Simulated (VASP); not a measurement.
# Cs (Im-3m) in VASP: notebook

Cs is run at these levels: LDA; tasks: single point.

Everything below comes from runs of VASP 6.6.1. Logs are shortened: lines on timing, memory, paths and dates and some standing lists are left out, and cuts for length are marked.

### Step 1. The cell of the first run

Symmetry: Im-3m, No. 229, cubic system. The conventional cell has a = 5.922 Å, b = 5.922 Å, c = 5.922 Å, α = 90.00°, β = 90.00°, γ = 90.00°.

### Step 2. Single point, LDA (volume scaled by 0.94)

INCAR

```
PREC     = Accurate       # precision mode
ENCUT    = 520            # plane-wave cutoff, eV
EDIFF    = 1E-6           # SCF threshold, eV
ISMEAR   = -1             # smearing method
SIGMA    = 0.05           # smearing width, eV
LREAL    = False          # projectors in reciprocal space
LASPH    = True           # aspherical terms in the spheres
NELM     = 80             # most SCF steps
ALGO     = Normal         # electronic algorithm
ISIF     = 2              # what is computed and relaxed
LWAVE    = False          # write WAVECAR
LCHARG   = False          # write CHGCAR
GGA      = CA             # functional
NBANDS   = 10             # bands
```

KPOINTS

```
regular mesh
0
Gamma
  9 9 9
```

POSCAR

```
Cs
1.0
   -2.9607990136      2.9607990136      2.9607990136
    2.9607990136     -2.9607990136      2.9607990136
    2.9607990136      2.9607990136     -2.9607990136
Cs
1
Direct
    0.0000000000      0.0000000000      0.0000000000
```

Potentials or basis: VASP PAW LDA potentials, release 64 (Cs_sv).

Run with:

```bash
$ cat potpaw_LDA.64/Cs_sv/POTCAR > POTCAR
$ mpirun -np 1 vasp_std > vasp.out
```

OUTCAR:

```text
PREC = Accurate
   ENCUT = 520
   EDIFF = 1E-6
   ISMEAR = -1
   LREAL = False
   LASPH = True
   NELM = 80
   ISIF = 2
   GGA = CA

 ion  position               nearest neighbor table
   1  0.000  0.000  0.000-

  LATTYP: Found a body centered cubic cell.
 ALAT       =     5.9215980272

  Lattice vectors:

 A1 = (  -2.9607990136,   2.9607990136,   2.9607990136)
 A2 = (   2.9607990136,  -2.9607990136,   2.9607990136)
 A3 = (   2.9607990136,   2.9607990136,  -2.9607990136)

Analysis of symmetry for initial positions (statically):
=====================================================================
 Subroutine PRICEL returns:
 Original cell was already a primitive cell.

 Routine SETGRP: Setting up the symmetry group for a
 body centered cubic supercell.

 Subroutine GETGRP returns: Found 48 space group operations
[... 9 lines left out ...]

 Routine SETGRP: Setting up the symmetry group for a
 body centered cubic supercell.

 Subroutine GETGRP returns: Found 48 space group operations
[... 11 lines left out ...]
                                     Primitive cell

  volume of cell :     103.8214

  direct lattice vectors                    reciprocal lattice vectors
    -2.960799014  2.960799014  2.960799014     0.000000000  0.168873334  0.168873334
     2.960799014 -2.960799014  2.960799014     0.168873334  0.000000000  0.168873334
     2.960799014  2.960799014 -2.960799014     0.168873334  0.168873334  0.000000000

  length of vectors
     5.128254323  5.128254323  5.128254323     0.238822959  0.238822959  0.238822959

  position of ions in fractional coordinates (direct lattice)
     0.000000000  0.000000000  0.000000000

  ion indices of the primitive-cell ions
   primitive index   ion index
                 1           1

----------------------------------------------------------------------------------------

 KPOINTS: regular mesh

Automatic generation of k-mesh.
 Grid dimensions read from file:
 generate k-points for:    9    9    9

 Generating k-lattice:

  Cartesian coordinates                     Fractional coordinates (reciprocal lattice)
     0.000000000  0.018763704  0.018763704     0.111111111  0.000000000  0.000000000
     0.018763704  0.000000000  0.018763704     0.000000000  0.111111111  0.000000000
     0.018763704  0.018763704  0.000000000     0.000000000  0.000000000  0.111111111

[... 45 lines left out ...]
   NGXF,Y,Z  is equivalent  to a cutoff of  25.93, 25.93, 25.93 a.u.
 SYSTEM =  unknown system
   PREC   = accura    normal or accurate (medium, high low for compatibility)
   ISTART =      0    job   : 0-new  1-cont  2-samecut
   ICHARG =      2    charge: 1-file 2-atom 10-const
   ISPIN  =      1    spin polarized calculation?
   LNONCOLLINEAR =      F non collinear calculations
   LSORBIT =      F    spin-orbit coupling
   LASPH  =      T    aspherical Exc in radial PAW
   ENCUT  =  520.0 eV  38.22 Ry    6.18 a.u.   9.54  9.54  9.54*2*pi/ulx,y,z
   NELM   =     80;   NELMIN=  2; NELMDL= -5     # of ELM steps
   EDIFF  = 0.1E-05   stopping-criterion for ELM
   LREAL  =      F    real-space projection
   EDIFFG = 0.1E-04   stopping-criterion for IOM
   NSW    =      0    number of steps for IOM
   IBRION =     -1    ionic relax: 0-MD 1-quasi-New 2-CG
   NFREE  =      0    steps in history (QN), initial steepest desc. (CG)
   ISIF   =      2    stress and relaxation
   ISYM   =      2    0-nonsym 1-usesym 2-fastsym
   POTIM  = 0.5000    time-step for ionic-motion
   TEBEG  =    0.0;   TEEND  =   0.0 temperature during run
   PSTRESS=    0.0 pullay stress
   NELECT =       9.0000    total number of electrons
   NUPDOWN=      -1.0000    fix difference up-down
   EMIN   =  10.00;   EMAX   =-10.00  energy-range for DOS
[... 5 lines left out ...]
     AMIX     =   0.40;   BMIX     =  1.00
     AMIX_MAG =   1.60;   BMIX_MAG =  1.00
  volume/ion in A,a.u.               =     103.82       700.62
  Fermi-wavevector in a.u.,A,eV,Ry     =   0.724536  1.369175  7.142415  0.524953
  Thomas-Fermi vector in A             =   1.815031
   LORBIT       =      0    0 simple, 1 ext, 2 COOP (PROOUT), +10 PAW based schemes
   GGA     = CA    functional components
   LHFCALC =     F    Hartree Fock is set to
   AEXX    =    0.0000 exact exchange contribution
   IVDW    =     0    specifies the selected vdW correction
   LEPSILON=     F    determine dielectric tensor
   LRPA    =     F    only Hartree local field effects (RPA)
 non-spin polarized calculation
  energy-cutoff  :      520.00
  volume of cell :      103.82
 maximum number of plane-waves:      2817
 NGX is ok and might be reduce to    40
   NGX = 19   NGY = 19   NGZ = 19

 number of electron       9.0000001 magnetization

 Free energy of the ion-electron system (eV)
  ---------------------------------------------------
  ext. energy  EPLUGINS =         0.00000000
  ---------------------------------------------------
  free energy    TOTEN  =        -0.99518169 eV

  energy without entropy =       -0.98487404  energy(sigma->0) =       -0.99002787

 E-fermi :   0.5484     XC(G=0):  -5.8129

 val. band max:        0.4324937872   @ k =   0.4444   0.0000   0.0000
 cond. band min:       0.5577396108   @ k =  -0.3333   0.4444   0.1111
 fundamental gap:      0.1252458236
 Fermi energy:         0.5483779009

 k-point     1 :       0.0000    0.0000    0.0000
  band No.  band energies     occupation
      1     -23.2169      2.00000
      2      -9.9327      2.00000
      3      -9.9327      2.00000
      4      -9.9327      2.00000
      5      -1.2407      2.00000
      6       3.0293      0.00000
      7       3.0293      0.00000
      8       3.0293      0.00000
      9       4.0041      0.00000
     10       4.0041      0.00000
[... 287 lines left out ...]
 k-point    24 :      -0.4444   -0.4444    0.1111
  band No.  band energies     occupation
      1     -23.2037      2.00000
      2     -10.1116      2.00000
      3     -10.0278      2.00000
      4      -9.9645      2.00000
      5       0.9251      0.00107
      6       1.4729      0.00000
      7       2.1613      0.00000
      8       3.2328      0.00000
      9       4.3028      0.00000
     10       5.1484      0.00000

 [... further k-points ...]
[... 5 lines left out ...]
  --------------------------------------------------------------------------------------
  -------------------------------------------------------------------------------------
  Total       -0.1209495     -0.1209495     -0.1209495     -0.0000000      0.0000000      0.0000000
  in kB       -1.8665000     -1.8665000     -1.8665000     -0.0000000      0.0000000      0.0000000
  external PRESSURE =      -1.8665000 kB  Pullay stress =       0.0000000 kB

 VOLUME and BASIS-vectors are now :
 -----------------------------------------------------------------------------
  energy-cutoff  :      520.00
  volume of cell :      103.82
      direct lattice vectors                 reciprocal lattice vectors
    -2.960799014  2.960799014  2.960799014     0.000000000  0.168873334  0.168873334
     2.960799014 -2.960799014  2.960799014     0.168873334  0.000000000  0.168873334
     2.960799014  2.960799014 -2.960799014     0.168873334  0.168873334  0.000000000

 POSITION                                       TOTAL-FORCE (eV/Angst)
 -----------------------------------------------------------------------------------
      0.00000      0.00000      0.00000         0.000000      0.000000      0.000000
 -----------------------------------------------------------------------------------
    total drift:                               -0.000000     -0.000000     -0.000000

  FREE ENERGIE OF THE ION-ELECTRON SYSTEM (eV)
  ---------------------------------------------------
  free  energy   TOTEN  =        -0.9951816892 eV

  energy  without entropy=       -0.9848740443  energy(sigma->0) =       -0.99002787
```

OSZICAR:

```text
N       E                     dE             d eps       ncg     rms          rms(c)
DAV:   1     0.494533034453E+02    0.49453E+02   -0.30908E+03   700   0.648E+02
DAV:   2     0.349172411798E+01   -0.45962E+02   -0.44320E+02   858   0.110E+02
DAV:   3    -0.936951515367E+00   -0.44287E+01   -0.44242E+01   812   0.398E+01
DAV:   4    -0.996182853373E+00   -0.59231E-01   -0.59221E-01   914   0.554E+00
DAV:   5    -0.996466533176E+00   -0.28368E-03   -0.28367E-03   898   0.343E-01    0.135E-01
DAV:   6    -0.995414701853E+00    0.10518E-02   -0.17520E-03   930   0.189E-01    0.834E-02
DAV:   7    -0.995144893157E+00    0.26981E-03   -0.24793E-03   842   0.223E-01    0.367E-02
DAV:   8    -0.995180971760E+00   -0.36079E-04   -0.58377E-05   806   0.496E-02    0.398E-03
DAV:   9    -0.995181689151E+00   -0.71739E-06   -0.25728E-06   872   0.810E-03
   1 F= -.99518169E+00 E0= -.99002787E+00  d E =-.103076E-01
```

It took 8 s on 1 thread of Intel Xeon 6975P-C (Granite Rapids), shared host; peak memory 0.2 GiB.

Results:

| Quantity | Value |
| --- | --- |
| Free energy | -0.9952 eV |
| Pressure | -0.2 GPa |

Caveat: spin-orbit coupling is left out, which moves the levels of the heavy elements.

### Step 3. Single point, LDA (volume scaled by 0.96)

INCAR

```
PREC = Accurate
ENCUT = 520
EDIFF = 1E-6
ISMEAR = -1
SIGMA = 0.05
LREAL = False
LASPH = True
NELM = 80
ALGO = Normal
ISIF = 2
LWAVE = False
LCHARG = False
NBANDS = 10
```

KPOINTS is that of step 2.

POSCAR

```
Cs
1.0
   -2.9816503979      2.9816503979      2.9816503979
    2.9816503979     -2.9816503979      2.9816503979
    2.9816503979      2.9816503979     -2.9816503979
Cs
1
Direct
    0.0000000000      0.0000000000      0.0000000000
```

Potentials or basis: VASP PAW LDA potentials, release 64 (Cs_sv).

Run with:

```bash
$ cat potpaw_LDA.64/Cs_sv/POTCAR > POTCAR
$ mpirun -np 1 vasp_std > vasp.out
```

OUTCAR:

```text
PREC = Accurate
   ENCUT = 520
   EDIFF = 1E-6
   ISMEAR = -1
   LREAL = False
   LASPH = True
   NELM = 80
   ISIF = 2

 ion  position               nearest neighbor table
   1  0.000  0.000  0.000-

  LATTYP: Found a body centered cubic cell.
 ALAT       =     5.9633007958

  Lattice vectors:

 A1 = (  -2.9816503979,   2.9816503979,   2.9816503979)
 A2 = (   2.9816503979,  -2.9816503979,   2.9816503979)
 A3 = (   2.9816503979,   2.9816503979,  -2.9816503979)

Analysis of symmetry for initial positions (statically):
=====================================================================
 Subroutine PRICEL returns:
 Original cell was already a primitive cell.

 Routine SETGRP: Setting up the symmetry group for a
 body centered cubic supercell.

 Subroutine GETGRP returns: Found 48 space group operations
[... 9 lines left out ...]

 Routine SETGRP: Setting up the symmetry group for a
 body centered cubic supercell.

 Subroutine GETGRP returns: Found 48 space group operations
[... 11 lines left out ...]
                                     Primitive cell

[... 131 lines left out ...]
  free energy    TOTEN  =        -0.99250978 eV

  energy without entropy =       -0.98229272  energy(sigma->0) =       -0.98740125

 E-fermi :   0.4923     XC(G=0):  -5.7564

 val. band max:        0.3832026869   @ k =   0.4444   0.0000   0.0000
 cond. band min:       0.4982218197   @ k =  -0.3333   0.4444   0.1111
 fundamental gap:      0.1150191329
 Fermi energy:         0.4922830135

 k-point     1 :       0.0000    0.0000    0.0000
  band No.  band energies     occupation
      1     -23.2851      2.00000
      2     -10.0055      2.00000
      3     -10.0055      2.00000
      4     -10.0055      2.00000
      5      -1.2755      2.00000
      6       2.9601      0.00000
      7       2.9601      0.00000
      8       2.9601      0.00000
      9       3.9173      0.00000
     10       3.9173      0.00000
[... 287 lines left out ...]
 k-point    24 :      -0.4444   -0.4444    0.1111
  band No.  band energies     occupation
      1     -23.2732      2.00000
      2     -10.1724      2.00000
      3     -10.0943      2.00000
      4     -10.0351      2.00000
      5       0.8724      0.00100
      6       1.4035      0.00000
      7       2.1007      0.00000
      8       3.1534      0.00000
      9       4.2010      0.00000
     10       5.0121      0.00000

 [... further k-points ...]
[... 5 lines left out ...]
  --------------------------------------------------------------------------------------
  -------------------------------------------------------------------------------------
  Total       -0.1474484     -0.1474484     -0.1474484      0.0000000      0.0000000      0.0000000
  in kB       -2.2280278     -2.2280278     -2.2280278      0.0000000      0.0000000      0.0000000
  external PRESSURE =      -2.2280278 kB  Pullay stress =       0.0000000 kB

 VOLUME and BASIS-vectors are now :
 -----------------------------------------------------------------------------
  energy-cutoff  :      520.00
  volume of cell :      106.03
      direct lattice vectors                 reciprocal lattice vectors
    -2.981650398  2.981650398  2.981650398     0.000000000  0.167692363  0.167692363
     2.981650398 -2.981650398  2.981650398     0.167692363  0.000000000  0.167692363
     2.981650398  2.981650398 -2.981650398     0.167692363  0.167692363  0.000000000

 POSITION                                       TOTAL-FORCE (eV/Angst)
 -----------------------------------------------------------------------------------
      0.00000      0.00000      0.00000        -0.000000      0.000000      0.000000
 -----------------------------------------------------------------------------------
    total drift:                               -0.000000     -0.000000     -0.000000

  FREE ENERGIE OF THE ION-ELECTRON SYSTEM (eV)
  ---------------------------------------------------
  free  energy   TOTEN  =        -0.9925097848 eV

  energy  without entropy=       -0.9822927204  energy(sigma->0) =       -0.98740125
```

OSZICAR:

```text
N       E                     dE             d eps       ncg     rms          rms(c)
DAV:   1     0.500087679398E+02    0.50009E+02   -0.29595E+03   700   0.633E+02
DAV:   2     0.355156550071E+01   -0.46457E+02   -0.45336E+02   904   0.109E+02
DAV:   3    -0.930318884753E+00   -0.44819E+01   -0.44739E+01   822   0.401E+01
DAV:   4    -0.993263420654E+00   -0.62945E-01   -0.62926E-01   872   0.553E+00
DAV:   5    -0.993612341269E+00   -0.34892E-03   -0.34891E-03   950   0.376E-01    0.133E-01
DAV:   6    -0.992681546297E+00    0.93079E-03   -0.16038E-03   872   0.180E-01    0.830E-02
DAV:   7    -0.992473542111E+00    0.20800E-03   -0.24834E-03   898   0.223E-01    0.365E-02
DAV:   8    -0.992509104353E+00   -0.35562E-04   -0.64268E-05   798   0.520E-02    0.395E-03
DAV:   9    -0.992509784843E+00   -0.68049E-06   -0.11616E-06   880   0.545E-03
   1 F= -.99250978E+00 E0= -.98740125E+00  d E =-.102171E-01
```

stdout:

```text
POSCAR found type information on POSCAR Cs
 POSCAR found :  1 types and       1 ions
 scaLAPACK will be used
 LDA part: xc-table for (Slater(with rela. corr.)+CA(PZ))
 , standard interpolation
 POSCAR, INCAR and KPOINTS ok, starting setup
 FFT: planning ... GRIDC
 FFT: planning ... GRID_SOFT
 FFT: planning ... GRID
 WAVECAR not read
 entering main loop
```

Run time: 8.1 s. Hardware: 1 thread of Intel Xeon 6975P-C (Granite Rapids), shared host; peak memory 0.19 GiB.

Results:

```
Free energy : -0.9925 eV
Pressure    : -0.2 GPa
```

Levels at points of the mesh, in eV from the Fermi level:
```tsv
k point	band 1	band 2	band 3	band 4	band 5	band 6	band 7	band 8	band 9
(0.00, 0.00, 0.00)	-23.78	-10.50	-10.50	-10.50	-1.77	2.47	2.47	2.47	3.43
```

Caveat: spin-orbit coupling is left out, which moves the levels of the heavy elements.

### Step 4. Single point, LDA (volume scaled by 0.98)

INCAR

```
  ALGO = Normal
  EDIFF = 1E-6
  ENCUT = 520
  GGA = CA
  ISIF = 2
  ISMEAR = -1
  LASPH = T
  LCHARG = F
  LREAL = F
  LWAVE = F
  NBANDS = 10
  NELM = 100
  PREC = Accurate
  SIGMA = 0.05
```

KPOINTS

```
k-points
0
Gamma
  9 9 9
```

POSCAR

```
Cs
1.0
   -3.0022141539      3.0022141539      3.0022141539
    3.0022141539     -3.0022141539      3.0022141539
    3.0022141539      3.0022141539     -3.0022141539
Cs
1
Direct
    0.0000000000      0.0000000000      0.0000000000
```

Run with:

```bash
$ cat potpaw_LDA.64/Cs_sv/POTCAR > POTCAR
$ mpirun -np 1 vasp_std > vasp.out
```

Wall time 9.9 s (1 thread of Intel Xeon 6975P-C (Granite Rapids), shared host); peak memory 0.2 GiB.

Results (log left out):

```
Free energy : -0.9893 eV
Pressure    : -0.3 GPa
```

Levels at points of the mesh, in eV from the Fermi level:
```tsv
k point	band 1	band 2	band 3	band 4	band 5	band 6	band 7	band 8	band 9
(0.00, 0.00, 0.00)	-23.79	-10.51	-10.51	-10.51	-1.75	2.45	2.45	2.45	3.40
```

Caveat: spin-orbit coupling is left out, which moves the levels of the heavy elements.

### Step 5. Summary

```csv
cell,gap on the mesh (eV),pressure (GPa)
"a = 5.128 Å, angles 109.5°, 1 atom",none,-0.2
"a = 5.164 Å, angles 109.5°, 1 atom",none,-0.2
"a = 5.200 Å, angles 109.5°, 1 atom",none,-0.3
```

Alike in all rows: task single point; level LDA; potentials or basis VASP PAW LDA potentials, release 64 (Cs_sv); no spin polarisation; k mesh 9 × 9 × 9; cutoff (eV) 520; smearing fermi-dirac 0.05 eV.

Caveats: spin-orbit coupling is left out, which moves the levels of the heavy elements.

Absolute energies hang on the potentials; compare differences alone.
